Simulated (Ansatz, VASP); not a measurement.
## Two plane-wave programs on PbSe

```
CELL_PARAMETERS angstrom
0.00000 2.97029 3.06215
2.97029 0.00000 3.06215
2.97029 2.97029 0.00000
ATOMIC_POSITIONS crystal
Pb 0.00000 0.00000 0.00000
Se 0.50000 0.50000 0.50000
```

Change from the starting cell: equal xx and yy strain of -3 %, PAW files.

Alike in both runs: task electric field gradients; functional PBE; k mesh 9 × 9 × 9; occupations fermi-dirac, width 0.01 eV; no spin polarisation.

```csv
,VASP,Ansatz
version,VASP 6.6.1,Ansatz 0.2.0
potentials or method,"VASP PAW PBE potentials, release 64 (Pb_d, Se)","PAW with Ansatz's default frozen-core files, scalar-relativistic"
plane-wave cutoff (eV),520,420
valence electrons in the cell,20,30
```

```tsv
	VASP	Ansatz	Ansatz less VASP
gap on the k mesh at the Fermi level (eV)	0.62	0.62	0.000
pressure (GPa)	6.4	6.4	+0.01
traceless stress, the component that is largest in VASP (GPa)	-3.22	-3.21	+0.009
size of Vzz on the site where it differs most (V/Å²)	97.6	102.8	+5.21
```

With one functional, cell and mesh, what is left measures potentials, basis and numerics. VASP's potentials hold 20 valence electrons a cell and Ansatz's 30, so a difference there can come from the potentials and not from the codes.

Neither program's run includes spin-orbit coupling.
